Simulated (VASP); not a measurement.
# Tl (P6_3/mmc) in VASP: single point with PBE

Aim: the single point of Tl with PBE.

Program: VASP 6.6.1. These are calculated values, not measurements. Logs are shortened: lines on timing, memory, paths and dates and some standing lists are left out, and cuts for length are marked.

## 1. The cell of the first run

The structure is hexagonal, space group P6_3/mmc (No. 194). Conventional cell: a = 3.456 Å, b = 3.456 Å, c = 5.525 Å, α = 90.00°, β = 90.00°, γ = 120.00°. Tl (site symmetry -6m2) has 12 Tl at 3.41 to 3.46 Å within 4.5 Å.

## 2. Single point, PBE

INCAR reads:

```
PREC     = Accurate       # precision mode
ENCUT    = 520            # plane-wave cutoff, eV
EDIFF    = 1E-6           # SCF threshold, eV
ISMEAR   = 0              # smearing method
SIGMA    = 0.15           # smearing width, eV
LREAL    = False          # projectors in reciprocal space
LASPH    = True           # aspherical terms in the spheres
NELM     = 80             # most SCF steps
ALGO     = Fast           # electronic algorithm
ISIF     = 2              # what is computed and relaxed
LWAVE    = False          # write WAVECAR
LCHARG   = False          # write CHGCAR
GGA      = PE             # functional
NBANDS   = 20             # bands
```

KPOINTS reads:

```
regular mesh
0
Gamma
  18 18 10
```

POSCAR reads:

```
Tl
1.0
    3.4559983565      0.0000000000      0.0000000000
   -1.7279991783      2.9929823722      0.0000000000
    0.0000000000      0.0000000000      5.5250000000
Tl
2
Direct
    0.3333333333      0.6666666667      0.2500000000
    0.6666666667      0.3333333333      0.7500000000
```

Potentials or basis: VASP PAW PBE potentials, release 64 (Tl_d).

Launch:

```
$ cat potpaw_PBE.64/Tl_d/POTCAR > POTCAR
$ mpirun -np 1 vasp_std > vasp.out
```

OUTCAR:

```text
PREC = Accurate
   ENCUT = 520
   EDIFF = 1E-6
   ISMEAR = 0
   LREAL = False
   LASPH = True
   NELM = 80
   ISIF = 2
   GGA = PE

 ion  position               nearest neighbor table
   1  0.333  0.667  0.250-   2 3.41   2 3.41   2 3.41   2 3.41   2 3.41   2 3.41
   2  0.667  0.333  0.750-   1 3.41   1 3.41   1 3.41   1 3.41   1 3.41   1 3.41

  LATTYP: Found a hexagonal cell.
 ALAT       =     3.4559983565
 C/A-ratio  =     1.5986697417

  Lattice vectors:

 A1 = (   3.4559983565,   0.0000000000,   0.0000000000)
 A2 = (  -1.7279991783,   2.9929823722,   0.0000000000)
 A3 = (   0.0000000000,   0.0000000000,   5.5250000000)

Analysis of symmetry for initial positions (statically):
=====================================================================
 Subroutine PRICEL returns:
 Original cell was already a primitive cell.

 Routine SETGRP: Setting up the symmetry group for a
 hexagonal supercell.

 Subroutine GETGRP returns: Found 24 space group operations
 (whereof 12 operations were pure point group operations)
 out of a pool of 24 trial point group operations.

The static configuration has the point symmetry D_3d.
 The point group associated with its full space group is D_6h.

Analysis of symmetry for dynamics (positions and initial velocities):
=====================================================================
 Subroutine PRICEL returns:
 Original cell was already a primitive cell.

 Routine SETGRP: Setting up the symmetry group for a
 hexagonal supercell.

 Subroutine GETGRP returns: Found 24 space group operations
 (whereof 12 operations were pure point group operations)
 out of a pool of 24 trial point group operations.

The dynamic configuration has the point symmetry D_3d.
 The point group associated with its full space group is D_6h.

 Subroutine INISYM returns: Found 24 space group operations
 (whereof 12 operations are pure point group operations),
 and found     1 'primitive' translations

----------------------------------------------------------------------------------------

                                     Primitive cell

  volume of cell :      57.1492

  direct lattice vectors                    reciprocal lattice vectors
     3.455998356  0.000000000  0.000000000     0.289351989  0.167057449  0.000000000
    -1.727999178  2.992982372  0.000000000     0.000000000  0.334114898  0.000000000
     0.000000000  0.000000000  5.525000000     0.000000000  0.000000000  0.180995475

  length of vectors
     3.455998356  3.455998357  5.525000000     0.334114898  0.334114898  0.180995475

  position of ions in fractional coordinates (direct lattice)
     0.333333333  0.666666667  0.250000000
     0.666666667  0.333333333  0.750000000

  ion indices of the primitive-cell ions
   primitive index   ion index
                 1           1
                 2           2

----------------------------------------------------------------------------------------

 KPOINTS: regular mesh

Automatic generation of k-mesh.
 Grid dimensions read from file:
 generate k-points for:   18   18   10

 Generating k-lattice:

  Cartesian coordinates                     Fractional coordinates (reciprocal lattice)
     0.016075111  0.009280969  0.000000000     0.055555556  0.000000000  0.000000000
     0.000000000  0.018561939  0.000000000     0.000000000  0.055555556  0.000000000
     0.000000000  0.000000000  0.018099548     0.000000000  0.000000000  0.100000000

  Length of vectors
     0.018561939  0.018561939  0.018099548

  Shift w.r.t. Gamma in fractional coordinates (k-lattice)
     0.000000000  0.000000000  0.000000000

 Subroutine IBZKPT returns following result:
 ===========================================

 Found    222 irreducible k-points:

 Following reciprocal coordinates:
            Coordinates               Weight
  0.000000  0.000000  0.000000      1.000000
  0.055556  0.000000  0.000000      6.000000
  0.111111  0.000000  0.000000      6.000000
  0.166667  0.000000  0.000000      6.000000
  0.222222  0.000000  0.000000      6.000000
  0.277778 -0.000000  0.000000      6.000000
[... 16 lines left out ...]
  0.333333  0.111111  0.000000     12.000000
  0.388889  0.111111  0.000000     12.000000
 [... further k-points ...]
   k-points           NKPTS =    222   k-points in BZ     NKDIM =    222   number of bands    NBANDS=     20
   number of dos      NEDOS =    301   number of ions     NIONS =      2
   total plane-waves  NPLWV =  32928
   dimension x,y,z NGX =    28 NGY =   28 NGZ =   42
   dimension x,y,z NGXF=    56 NGYF=   56 NGZF=   84
   ions per type =               2
   NGX,Y,Z   is equivalent  to a cutoff of  13.47, 13.47, 12.64 a.u.
   NGXF,Y,Z  is equivalent  to a cutoff of  26.94, 26.94, 25.28 a.u.
 SYSTEM =  unknown system
   PREC   = accura    normal or accurate (medium, high low for compatibility)
   ISTART =      0    job   : 0-new  1-cont  2-samecut
   ICHARG =      2    charge: 1-file 2-atom 10-const
   ISPIN  =      1    spin polarized calculation?
   LNONCOLLINEAR =      F non collinear calculations
   LSORBIT =      F    spin-orbit coupling
   LASPH  =      T    aspherical Exc in radial PAW
   ENCUT  =  520.0 eV  38.22 Ry    6.18 a.u.   6.43  6.43 10.27*2*pi/ulx,y,z
   NELM   =     80;   NELMIN=  2; NELMDL= -5     # of ELM steps
   EDIFF  = 0.1E-05   stopping-criterion for ELM
   LREAL  =      F    real-space projection
   EDIFFG = 0.1E-04   stopping-criterion for IOM
   NSW    =      0    number of steps for IOM
   IBRION =     -1    ionic relax: 0-MD 1-quasi-New 2-CG
   NFREE  =      0    steps in history (QN), initial steepest desc. (CG)
   ISIF   =      2    stress and relaxation
   ISYM   =      2    0-nonsym 1-usesym 2-fastsym
   POTIM  = 0.5000    time-step for ionic-motion
   TEBEG  =    0.0;   TEEND  =   0.0 temperature during run
   PSTRESS=    0.0 pullay stress
   NELECT =      26.0000    total number of electrons
   NUPDOWN=      -1.0000    fix difference up-down
   EMIN   =  10.00;   EMAX   =-10.00  energy-range for DOS
   EFERMI =   0.00;   METHOD = LEGACY
   ISMEAR =     0;   SIGMA  =   0.15  broadening in eV -4-tet -1-fermi 0-gaus
   EFERMI_NEDOS =   21; number of points for ismear=-14 and -15
   IALGO  =     68    algorithm
   IMIX   =      4    mixing-type and parameters
     AMIX     =   0.40;   BMIX     =  1.00
     AMIX_MAG =   1.60;   BMIX_MAG =  1.00
  volume/ion in A,a.u.               =      28.57       192.83
  Fermi-wavevector in a.u.,A,eV,Ry     =   1.259107  2.379367 21.570001  1.585350
  Thomas-Fermi vector in A             =   2.392683
   LORBIT       =      0    0 simple, 1 ext, 2 COOP (PROOUT), +10 PAW based schemes
   GGA     = PE    functional components
   LHFCALC =     F    Hartree Fock is set to
   AEXX    =    0.0000 exact exchange contribution
   IVDW    =     0    specifies the selected vdW correction
   LEPSILON=     F    determine dielectric tensor
   LRPA    =     F    only Hartree local field effects (RPA)
 non-spin polarized calculation
 RMM-DIIS sequential band-by-band and
 Gauss-broadening in eV      SIGMA  =   0.15
  energy-cutoff  :      520.00
  volume of cell :       57.15
 maximum number of plane-waves:      1570
 NGX is ok and might be reduce to    28
   NGX = 13   NGY = 13   NGZ = 21

 number of electron      26.0000004 magnetization

 Free energy of the ion-electron system (eV)
  ---------------------------------------------------
  ext. energy  EPLUGINS =         0.00000000
  ---------------------------------------------------
  free energy    TOTEN  =        -4.40667548 eV

  energy without entropy =       -4.39674886  energy(sigma->0) =       -4.40171217

 E-fermi :   6.6089     XC(G=0): -10.1945

 val. band max:        6.6022080237   @ k =   0.2778   0.1667   0.5000
 cond. band min:       6.6150700903   @ k =   0.2778   0.1111   0.0000
 fundamental gap:      0.0128620666
 Fermi energy:         6.6088560488

 k-point     1 :       0.0000    0.0000    0.0000
  band No.  band energies     occupation
      1      -5.2276      2.00000
      2      -4.9981      2.00000
      3      -4.9812      2.00000
      4      -4.9812      2.00000
      5      -4.9277      2.00000
      6      -4.9277      2.00000
[... 12 lines left out ...]
     19      17.4115      0.00000
     20      17.5066      0.00000

 k-point     2 :       0.0556    0.0000    0.0000
  band No.  band energies     occupation
      1      -5.2165      2.00000
      2      -5.0171      2.00000
      3      -4.9679      2.00000
      4      -4.9595      2.00000
      5      -4.9286      2.00000
      6      -4.9153      2.00000
[... 12 lines left out ...]
     19      17.4924      0.00000
     20      17.7996      0.00000

 k-point     3 :       0.1111    0.0000    0.0000
  band No.  band energies     occupation
      1      -5.1915      2.00000
      2      -5.0388      2.00000
      3      -4.9394      2.00000
      4      -4.9293      2.00000
      5      -4.9172      2.00000
      6      -4.8930      2.00000
[... 12 lines left out ...]
     19      17.2412      0.00000
     20      18.3732      0.00000

 k-point     4 :       0.1667    0.0000    0.0000
  band No.  band energies     occupation
      1      -5.1816      2.00000
      2      -5.0401      2.00000
      3      -4.9469      2.00000
      4      -4.9312      2.00000
      5      -4.9109      2.00000
      6      -4.8696      2.00000
[... 12 lines left out ...]
     19      16.9532      0.00000
     20      18.4435      0.00000

 k-point     5 :       0.2222    0.0000    0.0000
  band No.  band energies     occupation
      1      -5.2061      2.00000
      2      -5.0290      2.00000
      3      -4.9829      2.00000
      4      -4.9400      2.00000
      5      -4.9397      2.00000
      6      -4.8084      2.00000
[... 12 lines left out ...]
     19      16.5204      0.00000
     20      17.8675      0.00000
[... 353 lines left out ...]
      6      -4.7703      2.00000
[... 12 lines left out ...]
     19      16.2263      0.00000
     20      16.8610      0.00000

 k-point    22 :       0.2778    0.1111    0.0000
  band No.  band energies     occupation
      1      -5.2315      2.00000
      2      -5.1187      2.00000
      3      -5.0518      2.00000
      4      -4.9943      2.00000
      5      -4.8646      2.00000
      6      -4.7653      2.00000
[... 12 lines left out ...]
     19      15.8220      0.00000
     20      16.6312      0.00000

 k-point    23 :       0.3333    0.1111    0.0000
  band No.  band energies     occupation
      1      -5.2633      2.00000
      2      -5.1668      2.00000
      3      -5.0596      2.00000
      4      -5.0063      2.00000
      5      -4.8284      2.00000
      6      -4.7942      2.00000
[... 12 lines left out ...]
     19      15.5416      0.00000
     20      16.4591      0.00000

 k-point    24 :       0.3889    0.1111    0.0000
  band No.  band energies     occupation
      1      -5.2840      2.00000
      2      -5.1981      2.00000
      3      -5.0685      2.00000
      4      -5.0132      2.00000
      5      -4.8130      2.00000
      6      -4.8020      2.00000
[... 12 lines left out ...]
     19      15.3752      0.00000
     20      16.3543      0.00000

 [... further k-points ...]
[... 5 lines left out ...]
  --------------------------------------------------------------------------------------
  -------------------------------------------------------------------------------------
  Total        1.1468818      1.1468818      1.0992252     -0.0000000      0.0000000      0.0000000
  in kB       32.1528359     32.1528359     30.8167812     -0.0000000      0.0000000      0.0000000
  external PRESSURE =      31.7074843 kB  Pullay stress =       0.0000000 kB

 VOLUME and BASIS-vectors are now :
 -----------------------------------------------------------------------------
  energy-cutoff  :      520.00
  volume of cell :       57.15
      direct lattice vectors                 reciprocal lattice vectors
     3.455998356  0.000000000  0.000000000     0.289351989  0.167057449  0.000000000
    -1.727999178  2.992982372  0.000000000     0.000000000  0.334114898  0.000000000
     0.000000000  0.000000000  5.525000000     0.000000000  0.000000000  0.180995475

 POSITION                                       TOTAL-FORCE (eV/Angst)
 -----------------------------------------------------------------------------------
     -0.00000      1.99532      1.38125         0.000000     -0.000000      0.000000
      1.72800      0.99766      4.14375        -0.000000      0.000000      0.000000
 -----------------------------------------------------------------------------------
    total drift:                                0.000000     -0.000000      0.000000

  FREE ENERGIE OF THE ION-ELECTRON SYSTEM (eV)
  ---------------------------------------------------
  free  energy   TOTEN  =        -4.4066754777 eV

  energy  without entropy=       -4.3967488613  energy(sigma->0) =       -4.40171217
```

It took 1.8 min on 1 thread of Intel Xeon Platinum 8488C (Sapphire Rapids), shared host; peak memory 0.32 GiB.

What came out:

| Item | Value |
| --- | --- |
| Free energy | -4.4067 eV |
| Pressure | 3.2 GPa |
| Band gap on the k mesh | zero (band 13 reaches 10.09 eV, above the bottom of band 14 at 4.31 eV) |

Stress tensor (GPa, compression positive):
```
3.22 0.00 0.00
0.00 3.22 0.00
0.00 0.00 3.08
```

Caveat: spin-orbit coupling is left out, which moves the levels of the heavy elements.
